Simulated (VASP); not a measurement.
Input of a VASP 6.6.1 run:

INCAR

```
SYSTEM = ZrC
PREC = Accurate
ENCUT = 520
EDIFF = 1E-6
ISMEAR = 0
SIGMA = 0.05
LREAL = .FALSE.
LASPH = .TRUE.
NELM = 60
ALGO = Normal
ISIF = 2
LWAVE = .FALSE.
LCHARG = .FALSE.
GGA = PS
NBANDS = 15
```

File KPOINTS:

```
regular mesh
0
G
  12 12 12
  0 0 0
```

The input POSCAR:

```
ZrC
1.0
    0.0000000000      2.3650000000      2.3650000000
    2.3650000000      0.0000000000      2.3650000000
    2.3650000000      2.3650000000      0.0000000000
Zr C
1 1
Direct
    0.5000000000      0.5000000000      0.5000000000
    0.0000000000      0.0000000000      0.0000000000
```

Potentials or basis: VASP PAW PBE potentials, release 64 (Zr_sv, C).

Run with:

```bash
$ cat potpaw_PBE.64/Zr_sv/POTCAR potpaw_PBE.64/C/POTCAR > POTCAR
$ mpirun -np 1 vasp_std > vasp.out
```

**Question.** Predict the band gap on the k mesh.

**Answer.** Zero (band 8 reaches 10.23 eV, above the bottom of band 9 at 8.91 eV).

**Question.** Estimate the pressure.

**Answer.** -8.1 GPa.

Caveat: the PAW data sets were made with another functional, which shifts forces and pressure a little.
